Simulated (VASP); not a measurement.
# BaTiO3 (P1) in VASP: notebook

BaTiO3 is run at these levels: PBE; tasks: single point.

All numbers are computed with VASP 6.6.1; they aren't measurements. Logs are shortened: lines on timing, memory, paths and dates and some standing lists are left out, and cuts for length are marked.

## Step 1: The cell of the first run

The typed cell holds 10 atoms: a = 8.000 Å, b = 4.000 Å, c = 4.018 Å, α = 90.00°, β = 90.00°, γ = 90.00°.

## Step 2: Single point, PBE

INCAR reads:

```
SYSTEM = BaTiO3
  ALGO = Normal
  EDIFF = 1E-6
  ENCUT = 520
  GGA = PE
  GGA_COMPAT = .False.
  ISIF = 2
  ISMEAR = 0
  LASPH = .True.
  LCHARG = .False.
  LREAL = .False.
  LWAVE = .False.
  NBANDS = 51
  NELM = 120
  PREC = Accurate
  SIGMA = 0.01
```

KPOINTS reads:

```
k-points
0
Gamma
  1 2 2
  0 0 0
```

POSCAR reads:

```
BaTiO3
1.0
    7.9996000000      0.0000000000      0.0000000000
    0.0000000000      3.9998000000      0.0000000000
    0.0000000000      0.0000000000      4.0180000000
Ba Ti O
2 2 6
Direct
    0.0001318816      0.0067288364     -0.0046391239
    0.4988638182      0.0015280764     -0.0002852165
    0.2519662233      0.4957422871      0.4703546541
    0.7503196410      0.4953512676      0.4972043305
    0.2510499275      0.5014410721      0.0340084619
    0.2503101405     -0.0194069703      0.5409482330
   -0.0028678934      0.4795249762      0.5161219512
    0.7492955898      0.5049142457      0.0534056745
    0.7491753338     -0.0220203510      0.5218180687
    0.5025593780      0.4952970149      0.5258315082
```

Potentials or basis: VASP PAW PBE potentials, release 64 (Ba_sv, Ti_sv, O).

The run is started by

```console
cat potpaw_PBE.64/Ba_sv/POTCAR potpaw_PBE.64/Ti_sv/POTCAR potpaw_PBE.64/O/POTCAR > POTCAR
mpirun -np 1 vasp_std > vasp.out
```

OUTCAR:

```text
SYSTEM = BaTiO3
   EDIFF = 1E-6
   ENCUT = 520
   GGA = PE
   ISIF = 2
   ISMEAR = 0
   LASPH = .True.
   LREAL = .False.
   NELM = 120
   PREC = Accurate

 ion  position               nearest neighbor table
   1  0.000  0.007  0.995-   7 2.70   6 2.71   9 2.77   7 2.82   5 2.82   8 2.84   8 2.85   5 2.85
                             7 2.86   9 2.92   6 2.97   7 2.97   3 3.40   4 3.44   3 3.45   4 3.45
   2  0.499  0.002  1.000-   6 2.71  10 2.74   9 2.78  10 2.78   5 2.82   5 2.82   8 2.83   8 2.85
                            10 2.89   9 2.90  10 2.93   6 2.95   3 3.37   3 3.40   4 3.46   4 3.47
   3  0.252  0.496  0.470-   5 1.75   6 1.96  10 2.02   7 2.05   6 2.08   5 2.26   2 3.37   1 3.40
                             2 3.40   1 3.45   2 3.51   1 3.51   2 3.54   1 3.56
   4  0.750  0.495  0.497-   8 1.78   9 1.93   7 1.98  10 1.99   9 2.07   8 2.24   1 3.44   1 3.45
                             2 3.46   2 3.47   2 3.48   1 3.49   2 3.50   1 3.50
   5  0.251  0.501  0.034-   3 1.75   3 2.26   2 2.82   2 2.82   1 2.82   1 2.85
   6  0.250  0.981  0.541-   3 1.96   3 2.08   1 2.71   2 2.71   2 2.95   1 2.97
   7  0.997  0.480  0.516-   4 1.98   3 2.05   1 2.70   1 2.82   1 2.86   1 2.97
   8  0.749  0.505  0.053-   4 1.78   4 2.24   2 2.83   1 2.84   1 2.85   2 2.85
   9  0.749  0.978  0.522-   4 1.93   4 2.07   1 2.77   2 2.78   2 2.90   1 2.92
  10  0.503  0.495  0.526-   4 1.99   3 2.02   2 2.74   2 2.78   2 2.89   2 2.93

  LATTYP: Found a simple orthorhombic cell.
 ALAT       =     3.9998000000
 B/A-ratio  =     1.0045502275
 C/A-ratio  =     2.0000000000

  Lattice vectors:

 A1 = (   0.0000000000,   3.9998000000,   0.0000000000)
 A2 = (   0.0000000000,   0.0000000000,   4.0180000000)
 A3 = (   7.9996000000,   0.0000000000,   0.0000000000)

Analysis of symmetry for initial positions (statically):
=====================================================================
 Subroutine PRICEL returns:
 Original cell was already a primitive cell.

 Routine SETGRP: Setting up the symmetry group for a
 simple orthorhombic supercell.

 Subroutine GETGRP returns: Found  1 space group operations
 (whereof  1 operations were pure point group operations)
 out of a pool of  8 trial point group operations.

The static configuration has the point symmetry C_1 .

Analysis of symmetry for dynamics (positions and initial velocities):
=====================================================================
 Subroutine PRICEL returns:
 Original cell was already a primitive cell.

 Routine SETGRP: Setting up the symmetry group for a
 simple orthorhombic supercell.

 Subroutine GETGRP returns: Found  1 space group operations
 (whereof  1 operations were pure point group operations)
 out of a pool of  8 trial point group operations.

The dynamic configuration has the point symmetry C_1 .

 Subroutine INISYM returns: Found  1 space group operations
 (whereof  1 operations are pure point group operations),
 and found     1 'primitive' translations

----------------------------------------------------------------------------------------

                                     Primitive cell

  volume of cell :     128.5631

  direct lattice vectors                    reciprocal lattice vectors
     7.999600000  0.000000000  0.000000000     0.125006250  0.000000000  0.000000000
     0.000000000  3.999800000  0.000000000     0.000000000  0.250012501  0.000000000
     0.000000000  0.000000000  4.018000000     0.000000000  0.000000000  0.248880040

  length of vectors
     7.999600000  3.999800000  4.018000000     0.125006250  0.250012501  0.248880040

  position of ions in fractional coordinates (direct lattice)
     0.000131882  0.006728836  0.995360876
     0.498863818  0.001528076  0.999714784
     0.251966223  0.495742287  0.470354654
     0.750319641  0.495351268  0.497204330
     0.251049927  0.501441072  0.034008462
     0.250310140  0.980593030  0.540948233
     0.997132107  0.479524976  0.516121951
     0.749295590  0.504914246  0.053405674
     0.749175334  0.977979649  0.521818069
     0.502559378  0.495297015  0.525831508

  ion indices of the primitive-cell ions
   primitive index   ion index
                 1           1
                 2           2
                 3           3
                 4           4
                 5           5
                 6           6
                 7           7
                 8           8
                 9           9
                10          10

----------------------------------------------------------------------------------------

 KPOINTS: k-points

Automatic generation of k-mesh.
 Grid dimensions read from file:
 generate k-points for:    1    2    2

 Generating k-lattice:

  Cartesian coordinates                     Fractional coordinates (reciprocal lattice)
     0.125006250  0.000000000  0.000000000     1.000000000  0.000000000  0.000000000
     0.000000000  0.125006250  0.000000000     0.000000000  0.500000000  0.000000000
     0.000000000  0.000000000  0.124440020     0.000000000  0.000000000  0.500000000

  Length of vectors
     0.125006250  0.125006250  0.124440020

  Shift w.r.t. Gamma in fractional coordinates (k-lattice)
     0.000000000  0.000000000  0.000000000

 Subroutine IBZKPT returns following result:
 ===========================================

 Found      4 irreducible k-points:

 Following reciprocal coordinates:
            Coordinates               Weight
  0.000000  0.000000  0.000000      1.000000
  0.000000  0.500000  0.000000      1.000000
  0.000000  0.000000  0.500000      1.000000
  0.000000  0.500000  0.500000      1.000000
   k-points           NKPTS =      4   k-points in BZ     NKDIM =      4   number of bands    NBANDS=     51
   number of dos      NEDOS =    301   number of ions     NIONS =     10
   total plane-waves  NPLWV =  54000
   dimension x,y,z NGX =    60 NGY =   30 NGZ =   30
   dimension x,y,z NGXF=   120 NGYF=   60 NGZF=   60
   ions per type =               2   2   6
   NGX,Y,Z   is equivalent  to a cutoff of  12.47, 12.47, 12.41 a.u.
   NGXF,Y,Z  is equivalent  to a cutoff of  24.94, 24.94, 24.83 a.u.
 SYSTEM =  BaTiO3
   PREC   = accura    normal or accurate (medium, high low for compatibility)
   ISTART =      0    job   : 0-new  1-cont  2-samecut
   ICHARG =      2    charge: 1-file 2-atom 10-const
   ISPIN  =      1    spin polarized calculation?
   LNONCOLLINEAR =      F non collinear calculations
   LSORBIT =      F    spin-orbit coupling
   LASPH  =      T    aspherical Exc in radial PAW
   ENCUT  =  520.0 eV  38.22 Ry    6.18 a.u.  14.87  7.44  7.47*2*pi/ulx,y,z
   NELM   =    120;   NELMIN=  2; NELMDL= -5     # of ELM steps
   EDIFF  = 0.1E-05   stopping-criterion for ELM
   LREAL  =      F    real-space projection
   EDIFFG = 0.1E-04   stopping-criterion for IOM
   NSW    =      0    number of steps for IOM
   IBRION =     -1    ionic relax: 0-MD 1-quasi-New 2-CG
   NFREE  =      0    steps in history (QN), initial steepest desc. (CG)
   ISIF   =      2    stress and relaxation
   ISYM   =      2    0-nonsym 1-usesym 2-fastsym
   POTIM  = 0.5000    time-step for ionic-motion
   TEBEG  =    0.0;   TEEND  =   0.0 temperature during run
   PSTRESS=    0.0 pullay stress
   NELECT =      80.0000    total number of electrons
   NUPDOWN=      -1.0000    fix difference up-down
   EMIN   =  10.00;   EMAX   =-10.00  energy-range for DOS
   EFERMI =   0.00;   METHOD = LEGACY
   ISMEAR =     0;   SIGMA  =   0.01  broadening in eV -4-tet -1-fermi 0-gaus
   EFERMI_NEDOS =   21; number of points for ismear=-14 and -15
   IALGO  =     38    algorithm
   IMIX   =      4    mixing-type and parameters
     AMIX     =   0.40;   BMIX     =  1.00
     AMIX_MAG =   1.60;   BMIX_MAG =  1.00
  volume/ion in A,a.u.               =      12.86        86.76
  Fermi-wavevector in a.u.,A,eV,Ry     =   1.397653  2.641181 26.578078  1.953434
  Thomas-Fermi vector in A             =   2.520888
   LORBIT       =      0    0 simple, 1 ext, 2 COOP (PROOUT), +10 PAW based schemes
   GGA     = PE    functional components
   LHFCALC =     F    Hartree Fock is set to
   AEXX    =    0.0000 exact exchange contribution
   IVDW    =     0    specifies the selected vdW correction
   LEPSILON=     F    determine dielectric tensor
   LRPA    =     F    only Hartree local field effects (RPA)
 non-spin polarized calculation
 Gauss-broadening in eV      SIGMA  =   0.01
  energy-cutoff  :      520.00
  volume of cell :      128.56
 maximum number of plane-waves:      3493
 NGX is ok and might be reduce to    60
   NGX = 29   NGY = 15   NGZ = 15

 number of electron      79.9999989 magnetization

 Free energy of the ion-electron system (eV)
  ---------------------------------------------------
  ext. energy  EPLUGINS =         0.00000000
  ---------------------------------------------------
  free energy    TOTEN  =       -78.84520205 eV

  energy without entropy =      -78.84520205  energy(sigma->0) =      -78.84520205

 E-fermi :   4.0715     XC(G=0): -11.2227

 val. band max:        3.9862578350   @ k =   0.0000   0.5000   0.5000
 cond. band min:       5.7502793724   @ k =   0.0000   0.0000   0.0000
 fundamental gap:      1.7640215374
 Fermi energy:         4.0714536237

 k-point     1 :       0.0000    0.0000    0.0000
  band No.  band energies     occupation
      1     -52.6959      2.00000
      2     -52.5556      2.00000
      3     -29.0484      2.00000
      4     -28.9368      2.00000
      5     -28.9186      2.00000
      6     -28.8802      2.00000
[... 43 lines left out ...]
     50       8.8231      0.00000
     51       8.9481      0.00000

 k-point     2 :       0.0000    0.5000    0.0000
  band No.  band energies     occupation
      1     -52.6949      2.00000
      2     -52.5546      2.00000
      3     -29.0463      2.00000
      4     -28.9685      2.00000
      5     -28.9337      2.00000
      6     -28.8782      2.00000
[... 43 lines left out ...]
     50      10.8827      0.00000
     51      11.3816      0.00000

 k-point     3 :       0.0000    0.0000    0.5000
  band No.  band energies     occupation
      1     -52.6949      2.00000
      2     -52.5546      2.00000
      3     -29.0990      2.00000
      4     -28.9339      2.00000
      5     -28.9299      2.00000
      6     -28.9166      2.00000
[... 43 lines left out ...]
     50      10.8383      0.00000
     51      11.3359      0.00000

 k-point     4 :       0.0000    0.5000    0.5000
  band No.  band energies     occupation
      1     -52.6939      2.00000
      2     -52.5536      2.00000
      3     -29.0958      2.00000
      4     -28.9654      2.00000
      5     -28.9314      2.00000
      6     -28.9269      2.00000
[... 43 lines left out ...]
     50      10.6365      0.00000
     51      11.3385      0.00000

------------------------ aborting loop because EDIFF is reached ----------------------------------------

  FORCE on cell =-STRESS in cart. coord.  units (eV):
  Direction    XX          YY          ZZ          XY          YZ          ZX
  --------------------------------------------------------------------------------------
  -------------------------------------------------------------------------------------
  Total        5.2911569      4.9560680     12.0209101     -0.0282609     -0.0172269     -0.0304007
  in kB       65.9393616     61.7634230    149.8067736     -0.3521923     -0.2146844     -0.3788585
  external PRESSURE =      92.5031861 kB  Pullay stress =       0.0000000 kB

 VOLUME and BASIS-vectors are now :
 -----------------------------------------------------------------------------
  energy-cutoff  :      520.00
  volume of cell :      128.56
      direct lattice vectors                 reciprocal lattice vectors
     7.999600000  0.000000000  0.000000000     0.125006250  0.000000000  0.000000000
     0.000000000  3.999800000  0.000000000     0.000000000  0.250012501  0.000000000
     0.000000000  0.000000000  4.018000000     0.000000000  0.000000000  0.248880040

 POSITION                                       TOTAL-FORCE (eV/Angst)
 -----------------------------------------------------------------------------------
      0.00106      0.02691      3.99936        -0.234515     -0.345163      0.114371
      3.99071      0.00611      4.01685         0.357605     -0.171718      0.021991
      2.01563      1.98287      1.88989         0.027050      0.694238      0.051883
      6.00226      1.98131      1.99777         0.173462      0.764961     -1.618029
      2.00830      2.00566      0.13665        -0.054292     -0.282680     -0.159411
      2.00238      3.92218      2.17353        -0.047407      0.130823     -0.084359
      7.97666      1.91800      2.07378         0.589453     -0.125504      0.747379
      5.99407      2.01956      0.21458        -0.032143     -0.409453     -0.582102
      5.99310      3.91172      2.09667        -0.020686      0.301172      0.959347
      4.02027      1.98109      2.11279        -0.758527     -0.556676      0.548930
 -----------------------------------------------------------------------------------
    total drift:                                0.000174     -0.001319      0.000642

  FREE ENERGIE OF THE ION-ELECTRON SYSTEM (eV)
  ---------------------------------------------------
  free  energy   TOTEN  =       -78.8452020530 eV

  energy  without entropy=      -78.8452020530  energy(sigma->0) =      -78.84520205
```

It took 41 s on 1 thread of Intel Xeon 8259CL, shared host; peak memory 0.23 GiB.

Results:

```yaml
Free_energy: -78.8452 eV
Pressure: 9.3 GPa
Largest_force: 1.798 eV/Å
Band_gap_on_the_k_mesh: 1.76 eV
```

Forces on the atoms (eV/Å):
```
Ba  -0.235 -0.345  0.114
Ba   0.358 -0.172  0.022
Ti   0.027  0.694  0.052
Ti   0.173  0.765 -1.618
O   -0.054 -0.283 -0.159
O   -0.047  0.131 -0.084
O    0.589 -0.126  0.747
O   -0.032 -0.409 -0.582
O   -0.021  0.301  0.959
O   -0.759 -0.557  0.549
```

Stress tensor (GPa, compression positive):
```
 6.59 -0.04 -0.04
-0.04  6.18 -0.02
-0.04 -0.02 14.98
```

Caveat: the k points lie up to 0.79 Å⁻¹ apart; spin-orbit coupling is left out, which moves the levels of the heavy elements; forces of over 1 eV/Å act on the atoms, so gaps and moduli don't describe the material at rest.

## Step 3: Single point, PBE

INCAR reads:

```
SYSTEM = BaTiO3
ALGO = Normal
EDIFF = 1E-6
ENCUT = 520
GGA = PE
GGA_COMPAT = .FALSE.
ISIF = 2
ISMEAR = 0
LASPH = .TRUE.
LCHARG = .FALSE.
LREAL = .FALSE.
LWAVE = .FALSE.
NBANDS = 51
NELM = 120
PREC = Accurate
SIGMA = 0.01
```

KPOINTS reads:

```
k-points
0
G
  1 2 2
  0 0 0
```

POSCAR reads:

```
BaTiO3
1.0
    7.9996000000      0.0000000000      0.0000000000
    0.0000000000      3.9998000000      0.0000000000
    0.0000000000      0.0000000000      4.0180000000
Ba Ti O
2 2 6
Direct
    0.0001865093      0.0080261513     -0.0058170732
    0.4986455573      0.0026916346      0.0001687407
    0.2528416421      0.4967095855      0.4605783972
    0.7509921746      0.4956635332      0.4938265306
    0.2507594130      0.5002660133      0.0446911399
    0.2500690035     -0.0282679134      0.5520418118
   -0.0032302865      0.4705437772      0.5199925336
    0.7478516426      0.5054567728      0.0674181185
    0.7491094555     -0.0276163808      0.5293255351
    0.5019192210      0.4915920796      0.5332700348
```

Potentials or basis: VASP PAW PBE potentials, release 64 (Ba_sv, Ti_sv, O).

The run is started by

```console
cat potpaw_PBE.64/Ba_sv/POTCAR potpaw_PBE.64/Ti_sv/POTCAR potpaw_PBE.64/O/POTCAR > POTCAR
mpirun -np 1 vasp_std > vasp.out
```

It took 41 s on 1 thread of Intel Xeon 8259CL, shared host; peak memory 0.23 GiB.

It converged, with:

| Quantity | Value |
| --- | --- |
| Free energy | -78.7207 eV |
| Pressure | 12.4 GPa |
| Largest force | 3.137 eV/Å |
| Band gap on the k mesh | 1.99 eV |

Forces on the atoms (eV/Å):
```
Ba  -0.281 -0.432  0.137
Ba   0.438 -0.232 -0.011
Ti   0.070  0.714  3.054
Ti   0.197  0.771 -0.091
O   -0.084 -0.336 -2.449
O   -0.058  0.277 -0.519
O    0.584 -0.068  0.641
O   -0.045 -0.484 -2.115
O   -0.038  0.441  0.969
O   -0.782 -0.651  0.384
```

Stress tensor (GPa, compression positive):
```
 6.90 -0.05 -0.06
-0.05  7.01 -0.39
-0.06 -0.39 23.35
```

Levels at points of the mesh, in eV from the valence-band top:
```
           k point  band 36  band 37  band 38  band 39  band 40  band 41  band 42  band 43  band 44  band 45
(0.00, 0.00, 0.00)    -1.43    -1.18    -0.81    -0.55    -0.51     1.99     2.73     2.84     3.33     3.55
(0.00, 0.50, 0.00)    -1.58    -1.36    -1.23    -1.20    -0.08     2.87     3.46     3.69     3.86     3.90
(0.00, 0.00, 0.50)    -0.95    -0.89    -0.75    -0.71    -0.42     2.14     3.63     4.02     4.07     4.18
(0.00, 0.50, 0.50)    -0.90    -0.59    -0.33    -0.22     0.00     3.56     4.06     4.07     4.26     4.43
```

Caveat: the k points lie up to 0.79 Å⁻¹ apart; spin-orbit coupling is left out, which moves the levels of the heavy elements; forces of over 1 eV/Å act on the atoms, so gaps and moduli don't describe the material at rest.
